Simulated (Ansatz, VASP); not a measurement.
SnO2: VASP beside Ansatz

INCAR

```
SYSTEM = SnO2
PREC = Accurate
ENCUT = 520
EDIFF = 1E-6
ISMEAR = 0
SIGMA = 0.05
LREAL = .False.
LASPH = .True.
NELM = 100
ALGO = Normal
ISIF = 2
LWAVE = .False.
LCHARG = .False.
GGA = RE
NBANDS = 35
```

KPOINTS

```
regular mesh
0
Gamma
  6 6 8
  0 0 0
```

File POSCAR:

```
SnO2
1.0
    4.8309255526      0.0000000000      0.0000000000
    0.0000000000      4.8309255526      0.0000000000
    0.0000000000      0.0000000000      3.2489962586
Sn O
2 4
Direct
    0.5000000000      0.5000000000      0.5000000000
    0.0000000000      0.0000000000      0.0000000000
    0.8071000000      0.1929000000      0.5000000000
    0.6929000000      0.6929000000      0.0000000000
    0.1929000000      0.8071000000      0.5000000000
    0.3071000000      0.3071000000      0.0000000000
```

input.yaml

```yaml
crystal:
  lattice:
    - [4.8309255526, 0.0, 0.0]
    - [0.0, 4.8309255526, 0.0]
    - [0.0, 0.0, 3.2489962586]
  atoms:
    - { symbol: Sn, position: [0.5, 0.5, 0.5] }
    - { symbol: Sn, position: [0.0, 0.0, 0.0] }
    - { symbol: O, position: [0.8071, 0.1929, 0.5] }
    - { symbol: O, position: [0.6929, 0.6929, 0.0] }
    - { symbol: O, position: [0.1929, 0.8071, 0.5] }
    - { symbol: O, position: [0.3071, 0.3071, 0.0] }
hamiltonian:
  xc: revpbe
  pseudopotentials: { kind: paw }
kpoints:
  mp_grid: { grid: [6, 6, 8] }
scf:
  occupations: { method: gaussian, width: 0.05 }
output:
  forces: true
  stress: true
  eigenvalues: true
```

Alike in both runs: task single point; functional revPBE; k mesh 6 × 6 × 8; occupations gaussian, width 0.05 eV; no spin polarisation.

```csv
,VASP,Ansatz
version,VASP 6.6.1,Ansatz 0.2.0
potentials or method,"VASP PAW PBE potentials, release 64 (Sn_d, O)",Ansatz PAW
plane-wave cutoff (eV),520,420
valence electrons in the cell,52,52
```

Ansatz gave:

- gap on the k mesh at the Fermi level (eV): 0.70
- least direct gap on the mesh (eV): 0.70
- pressure (GPa): 2.0
- traceless stress, the component that is largest in VASP (GPa): -0.39
- rms of the force components (eV/Å): 0.033

Which values does VASP return?

gap on the k mesh at the Fermi level (eV): 0.68; least direct gap on the mesh (eV): 0.68; pressure (GPa): 2.6; traceless stress, the component that is largest in VASP (GPa): -0.20; rms of the force components (eV/Å): 0.042.

VASP's potentials were made for PBE, not for revPBE. Atom by atom the forces differ by 0.008 eV/Å (rms over components).
